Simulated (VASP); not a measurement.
# Hf3B2 (Pm-3m) in VASP: further runs

Runs on Hf3B2. Level: PBE. Tasks: single point, relaxation of cell and atoms.

All numbers are computed with VASP 6.6.1; they aren't measurements. Logs are shortened: lines on timing, memory, paths and dates and some standing lists are left out, and cuts for length are marked.

### 1 The cell of the first run

The structure is cubic, space group Pm-3m (No. 221). Conventional cell: a = 4.433 Å, b = 4.433 Å, c = 4.433 Å, α = 90.00°, β = 90.00°, γ = 90.00°. Hf (site symmetry 4/mmm) has 2 B at 2.22 Å within 2.9 Å. Within 4.1 Å of B (site symmetry m-3m) lie 12 Hf at 3.13 Å and 8 B at 3.84 Å. Within 2.9 Å of B (site symmetry m-3m) lie 6 Hf at 2.22 Å.

### 2 Single point, PBE

File INCAR:

```
SYSTEM = Hf3B2
PREC     = Accurate       ! precision mode
ENCUT    = 520            ! plane-wave cutoff, eV
EDIFF    = 1E-6           ! SCF threshold, eV
ISMEAR   = 0              ! smearing method
SIGMA    = 0.1            ! smearing width, eV
LREAL    = .FALSE.        ! projectors in reciprocal space
LASPH    = .TRUE.         ! aspherical terms in the spheres
NELM     = 100            ! most SCF steps
ALGO     = Fast           ! electronic algorithm
ISIF     = 2              ! what is computed and relaxed
LWAVE    = .FALSE.        ! write WAVECAR
LCHARG   = .FALSE.        ! write CHGCAR
GGA      = PE             ! functional
NBANDS   = 26             ! bands
```

File KPOINTS:

```
regular mesh
0
G
  8 8 8
  0 0 0
```

File POSCAR:

```
Hf3B2
1.0
    4.4327567879      0.0000000000      0.0000000000
    0.0000000000      4.4327567879      0.0000000000
    0.0000000000      0.0000000000      4.4327567879
Hf B
3 2
Direct
    0.0000000000      0.5000000000      0.0000000000
    0.0000000000      0.0000000000      0.5000000000
    0.5000000000      0.0000000000      0.0000000000
    0.5000000000      0.5000000000      0.5000000000
    0.0000000000      0.0000000000      0.0000000000
```

Potentials or basis: VASP PAW PBE potentials, release 64 (Hf_pv, B).

The run is started by

```sh
$ cat potpaw_PBE.64/Hf_pv/POTCAR potpaw_PBE.64/B/POTCAR > POTCAR
$ mpirun -np 1 vasp_std > vasp.out
```

OUTCAR:

```text
SYSTEM = Hf3B2
   PREC = Accurate
   ENCUT = 520
   EDIFF = 1E-6
   ISMEAR = 0
   LREAL = .FALSE.
   LASPH = .TRUE.
   NELM = 100
   ISIF = 2
   GGA = PE

 ion  position               nearest neighbor table
   1  0.000  0.500  0.000-   5 2.22   5 2.22   2 3.13   2 3.13   2 3.13   3 3.13   3 3.13   2 3.13
                             3 3.13   3 3.13
   2  0.000  0.000  0.500-   5 2.22   5 2.22   1 3.13   1 3.13   3 3.13   3 3.13   1 3.13   1 3.13
                             3 3.13   3 3.13
   3  0.500  0.000  0.000-   5 2.22   5 2.22   1 3.13   2 3.13   1 3.13   1 3.13   2 3.13   2 3.13
                             2 3.13   1 3.13
   4  0.500  0.500  0.500-
   5  0.000  0.000  0.000-   1 2.22   2 2.22   3 2.22   2 2.22   1 2.22   3 2.22

  LATTYP: Found a simple cubic cell.
 ALAT       =     4.4327567879

  Lattice vectors:

 A1 = (   4.4327567879,   0.0000000000,   0.0000000000)
 A2 = (   0.0000000000,   4.4327567879,   0.0000000000)
 A3 = (   0.0000000000,   0.0000000000,   4.4327567879)

Analysis of symmetry for initial positions (statically):
=====================================================================
 Subroutine PRICEL returns:
 Original cell was already a primitive cell.

 Routine SETGRP: Setting up the symmetry group for a
 simple cubic supercell.

 Subroutine GETGRP returns: Found 48 space group operations
 (whereof 48 operations were pure point group operations)
 out of a pool of 48 trial point group operations.

The static configuration has the point symmetry O_h .

Analysis of symmetry for dynamics (positions and initial velocities):
=====================================================================
 Subroutine PRICEL returns:
 Original cell was already a primitive cell.

 Routine SETGRP: Setting up the symmetry group for a
 simple cubic supercell.

 Subroutine GETGRP returns: Found 48 space group operations
 (whereof 48 operations were pure point group operations)
 out of a pool of 48 trial point group operations.

The dynamic configuration has the point symmetry O_h .

 Subroutine INISYM returns: Found 48 space group operations
 (whereof 48 operations are pure point group operations),
 and found     1 'primitive' translations

----------------------------------------------------------------------------------------

                                     Primitive cell

  volume of cell :      87.1007

  direct lattice vectors                    reciprocal lattice vectors
     4.432756788  0.000000000  0.000000000     0.225593248  0.000000000  0.000000000
     0.000000000  4.432756788  0.000000000     0.000000000  0.225593248  0.000000000
     0.000000000  0.000000000  4.432756788     0.000000000  0.000000000  0.225593248

  length of vectors
     4.432756788  4.432756788  4.432756788     0.225593248  0.225593248  0.225593248

  position of ions in fractional coordinates (direct lattice)
     0.000000000  0.500000000  0.000000000
     0.000000000  0.000000000  0.500000000
     0.500000000  0.000000000  0.000000000
     0.500000000  0.500000000  0.500000000
     0.000000000  0.000000000  0.000000000

  ion indices of the primitive-cell ions
   primitive index   ion index
                 1           1
                 2           2
                 3           3
                 4           4
                 5           5

----------------------------------------------------------------------------------------

 KPOINTS: regular mesh

Automatic generation of k-mesh.
 Grid dimensions read from file:
 generate k-points for:    8    8    8

 Generating k-lattice:

  Cartesian coordinates                     Fractional coordinates (reciprocal lattice)
     0.028199156  0.000000000  0.000000000     0.125000000  0.000000000  0.000000000
     0.000000000  0.028199156  0.000000000     0.000000000  0.125000000  0.000000000
     0.000000000  0.000000000  0.028199156     0.000000000  0.000000000  0.125000000

  Length of vectors
     0.028199156  0.028199156  0.028199156

  Shift w.r.t. Gamma in fractional coordinates (k-lattice)
     0.000000000  0.000000000  0.000000000

 Subroutine IBZKPT returns following result:
 ===========================================

 Found     35 irreducible k-points:

 Following reciprocal coordinates:
            Coordinates               Weight
  0.000000  0.000000  0.000000      1.000000
  0.125000  0.000000  0.000000      6.000000
  0.250000  0.000000  0.000000      6.000000
  0.375000  0.000000  0.000000      6.000000
  0.500000  0.000000  0.000000      3.000000
  0.125000  0.125000  0.000000     12.000000
[... 16 lines left out ...]
  0.375000  0.375000  0.125000     24.000000
  0.500000  0.375000  0.125000     24.000000
 [... further k-points ...]
   k-points           NKPTS =     35   k-points in BZ     NKDIM =     35   number of bands    NBANDS=     26
   number of dos      NEDOS =    301   number of ions     NIONS =      5
   total plane-waves  NPLWV =  46656
   dimension x,y,z NGX =    36 NGY =   36 NGZ =   36
   dimension x,y,z NGXF=    72 NGYF=   72 NGZF=   72
   ions per type =               3   2
   NGX,Y,Z   is equivalent  to a cutoff of  13.50, 13.50, 13.50 a.u.
   NGXF,Y,Z  is equivalent  to a cutoff of  27.00, 27.00, 27.00 a.u.
 SYSTEM =  Hf3B2
   PREC   = accura    normal or accurate (medium, high low for compatibility)
   ISTART =      0    job   : 0-new  1-cont  2-samecut
   ICHARG =      2    charge: 1-file 2-atom 10-const
   ISPIN  =      1    spin polarized calculation?
   LNONCOLLINEAR =      F non collinear calculations
   LSORBIT =      F    spin-orbit coupling
   LASPH  =      T    aspherical Exc in radial PAW
   ENCUT  =  520.0 eV  38.22 Ry    6.18 a.u.   8.24  8.24  8.24*2*pi/ulx,y,z
   NELM   =    100;   NELMIN=  2; NELMDL= -5     # of ELM steps
   EDIFF  = 0.1E-05   stopping-criterion for ELM
   LREAL  =      F    real-space projection
   EDIFFG = 0.1E-04   stopping-criterion for IOM
   NSW    =      0    number of steps for IOM
   IBRION =     -1    ionic relax: 0-MD 1-quasi-New 2-CG
   NFREE  =      0    steps in history (QN), initial steepest desc. (CG)
   ISIF   =      2    stress and relaxation
   ISYM   =      2    0-nonsym 1-usesym 2-fastsym
   POTIM  = 0.5000    time-step for ionic-motion
   TEBEG  =    0.0;   TEEND  =   0.0 temperature during run
   PSTRESS=    0.0 pullay stress
   NELECT =      36.0000    total number of electrons
   NUPDOWN=      -1.0000    fix difference up-down
   EMIN   =  10.00;   EMAX   =-10.00  energy-range for DOS
   EFERMI =   0.00;   METHOD = LEGACY
   ISMEAR =     0;   SIGMA  =   0.10  broadening in eV -4-tet -1-fermi 0-gaus
   EFERMI_NEDOS =   21; number of points for ismear=-14 and -15
   IALGO  =     68    algorithm
   IMIX   =      4    mixing-type and parameters
     AMIX     =   0.40;   BMIX     =  1.00
     AMIX_MAG =   1.60;   BMIX_MAG =  1.00
  volume/ion in A,a.u.               =      17.42       117.56
  Fermi-wavevector in a.u.,A,eV,Ry     =   1.219462  2.304450 20.233069  1.487089
  Thomas-Fermi vector in A             =   2.354714
   LORBIT       =      0    0 simple, 1 ext, 2 COOP (PROOUT), +10 PAW based schemes
   GGA     = PE    functional components
   LHFCALC =     F    Hartree Fock is set to
   AEXX    =    0.0000 exact exchange contribution
   IVDW    =     0    specifies the selected vdW correction
   LEPSILON=     F    determine dielectric tensor
   LRPA    =     F    only Hartree local field effects (RPA)
 non-spin polarized calculation
 RMM-DIIS sequential band-by-band and
 Gauss-broadening in eV      SIGMA  =   0.10
  energy-cutoff  :      520.00
  volume of cell :       87.10
 maximum number of plane-waves:      2365
 NGX is ok and might be reduce to    36
   NGX = 17   NGY = 17   NGZ = 17

 number of electron      35.9999999 magnetization

 Free energy of the ion-electron system (eV)
  ---------------------------------------------------
  ext. energy  EPLUGINS =         0.00000000
  ---------------------------------------------------
  free energy    TOTEN  =       -41.74091343 eV

  energy without entropy =      -41.72848632  energy(sigma->0) =      -41.73469988

 E-fermi :   4.5594     XC(G=0): -11.0281

 val. band max:        4.5588564889   @ k =   0.5000   0.1250   0.0000
 cond. band min:       4.6052525718   @ k =   0.5000   0.1250   0.1250
 fundamental gap:      0.0463960829
 Fermi energy:         4.5593556108

 k-point     1 :       0.0000    0.0000    0.0000
  band No.  band energies     occupation
      1     -26.4145      2.00000
      2     -26.4145      2.00000
      3     -26.4145      2.00000
      4     -26.0836      2.00000
      5     -26.0836      2.00000
      6     -26.0836      2.00000
[... 18 lines left out ...]
     25       7.4400      0.00000
     26       8.7226      0.00000

 k-point     2 :       0.1250    0.0000    0.0000
  band No.  band energies     occupation
      1     -26.4013      2.00000
      2     -26.4013      2.00000
      3     -26.3944      2.00000
      4     -26.0877      2.00000
      5     -26.0877      2.00000
      6     -26.0851      2.00000
[... 18 lines left out ...]
     25       7.7126      0.00000
     26       8.8167      0.00000

 k-point     3 :       0.2500    0.0000    0.0000
  band No.  band energies     occupation
      1     -26.3655      2.00000
      2     -26.3655      2.00000
      3     -26.3375      2.00000
      4     -26.1010      2.00000
      5     -26.1010      2.00000
      6     -26.0888      2.00000
[... 18 lines left out ...]
     25       8.3916      0.00000
     26       8.7454      0.00000

 k-point     4 :       0.3750    0.0000    0.0000
  band No.  band energies     occupation
      1     -26.3208      2.00000
      2     -26.3208      2.00000
      3     -26.2569      2.00000
      4     -26.1226      2.00000
      5     -26.1226      2.00000
      6     -26.0925      2.00000
[... 18 lines left out ...]
     25       7.9300      0.00000
     26       8.9417      0.00000

 k-point     5 :       0.5000    0.0000    0.0000
  band No.  band energies     occupation
      1     -26.2970      2.00000
      2     -26.2970      2.00000
      3     -26.2028      2.00000
      4     -26.1367      2.00000
      5     -26.1367      2.00000
      6     -26.0940      2.00000
[... 18 lines left out ...]
     25       7.2917      0.00000
     26       8.9441      0.00000

 k-point     6 :       0.1250    0.1250    0.0000
  band No.  band energies     occupation
      1     -26.4088      2.00000
      2     -26.3879      2.00000
      3     -26.3570      2.00000
      4     -26.1090      2.00000
      5     -26.0912      2.00000
      6     -26.0688      2.00000
[... 427 lines left out ...]
 k-point    21 :       0.3750    0.2500    0.1250
  band No.  band energies     occupation
      1     -26.4022      2.00000
      2     -26.2946      2.00000
      3     -26.2393      2.00000
      4     -26.1738      2.00000
      5     -26.1174      2.00000
      6     -26.0636      2.00000
[... 18 lines left out ...]
     25       7.7398      0.00000
     26       8.1209      0.00000

 k-point    22 :       0.5000    0.2500    0.1250
  band No.  band energies     occupation
      1     -26.3698      2.00000
      2     -26.3268      2.00000
      3     -26.2367      2.00000
      4     -26.1751      2.00000
      5     -26.1376      2.00000
      6     -26.0471      2.00000
[... 18 lines left out ...]
     25       7.6626      0.00000
     26       8.2838      0.00000

 k-point    23 :       0.3750    0.3750    0.1250
  band No.  band energies     occupation
      1     -26.4046      2.00000
      2     -26.3391      2.00000
      3     -26.2351      2.00000
      4     -26.2022      2.00000
      5     -26.0980      2.00000
      6     -26.0577      2.00000
[... 18 lines left out ...]
     25       7.8464      0.00000
     26       8.3013      0.00000

 k-point    24 :       0.5000    0.3750    0.1250
  band No.  band energies     occupation
      1     -26.3832      2.00000
      2     -26.3777      2.00000
      3     -26.2385      2.00000
      4     -26.2164      2.00000
      5     -26.0842      2.00000
      6     -26.0448      2.00000
[... 18 lines left out ...]
     25       7.9855      0.00000
     26       8.7083      0.00000

 [... further k-points ...]

------------------------ aborting loop because EDIFF is reached ----------------------------------------

  FORCE on cell =-STRESS in cart. coord.  units (eV):
  Direction    XX          YY          ZZ          XY          YZ          ZX
  --------------------------------------------------------------------------------------
  -------------------------------------------------------------------------------------
  Total       -0.1368051     -0.1368051     -0.1368051      0.0000000     -0.0000000     -0.0000000
  in kB       -2.5164664     -2.5164664     -2.5164664      0.0000000     -0.0000000     -0.0000000
  external PRESSURE =      -2.5164664 kB  Pullay stress =       0.0000000 kB

 VOLUME and BASIS-vectors are now :
 -----------------------------------------------------------------------------
  energy-cutoff  :      520.00
  volume of cell :       87.10
      direct lattice vectors                 reciprocal lattice vectors
     4.432756788  0.000000000  0.000000000     0.225593248  0.000000000  0.000000000
     0.000000000  4.432756788  0.000000000     0.000000000  0.225593248  0.000000000
     0.000000000  0.000000000  4.432756788     0.000000000  0.000000000  0.225593248

 POSITION                                       TOTAL-FORCE (eV/Angst)
 -----------------------------------------------------------------------------------
      0.00000      2.21638      0.00000         0.000000      0.000000      0.000000
      0.00000      0.00000      2.21638         0.000000      0.000000      0.000000
      2.21638      0.00000      0.00000         0.000000      0.000000      0.000000
      2.21638      2.21638      2.21638         0.000000      0.000000      0.000000
      0.00000      0.00000      0.00000         0.000000      0.000000      0.000000
 -----------------------------------------------------------------------------------
    total drift:                                0.000000      0.000000     -0.000000

  FREE ENERGIE OF THE ION-ELECTRON SYSTEM (eV)
  ---------------------------------------------------
  free  energy   TOTEN  =       -41.7409134285 eV

  energy  without entropy=      -41.7284863237  energy(sigma->0) =      -41.73469988
```

Wall time 1.7 min (1 thread of Intel Xeon 8259CL, shared host); peak memory 0.24 GiB.

Results:

* Free energy: -41.7409 eV
* Pressure: -0.3 GPa
* Band gap on the k mesh: zero (bands 18 and 19 overlap by 2.02 eV)

Caveat: spin-orbit coupling is left out, which moves the levels of the heavy elements.

(Continued in part 2 of 2.)

The gap in the log of VASP goes by the Fermi energy; the results here count the filled bands.